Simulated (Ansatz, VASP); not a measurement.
## Si2N in VASP and in Ansatz

```
Si N
1.0
     1.35875    0.78448    5.47056
    -1.35875    0.78448    5.47056
     0.00000   -1.56895    5.47056
Si N
2 1
Direct
  0.58536 0.58536 0.58536
  0.41464 0.41464 0.41464
  0.00000 0.00000 0.00000
```

Change from the starting cell: species swapped into the NiS2 type (R-3m, No. 166).

Alike in both runs: functional PBE; k mesh 18 × 18 × 18; occupations gaussian, width 0.1 eV; no spin polarisation.

Ansatz relaxed the structure, and its values are those at the end. VASP's run is a single point on that final structure, the one shown.

|  | VASP | Ansatz |
| --- | --- | --- |
| version | VASP 6.6.1 | Ansatz 0.2.0 |
| potentials or method | VASP PAW PBE potentials, release 64 (Si, N), cutoff 520 eV | scalar-relativistic, plane waves, PAW |
| valence electrons in the cell | 13 | 13 |

Ansatz gave:

| Quantity | Value |
| --- | --- |
| gap on the k mesh at the Fermi level (eV) | none |
| pressure (GPa) | 0.0 |
| rms of the force components (eV/Å) | 0.000 |

Estimate VASP's values.

gap on the k mesh at the Fermi level (eV): none; pressure (GPa): 0.0; rms of the force components (eV/Å): 0.003.

A gap of «none» marks a metal or a gap that the smearing closes.
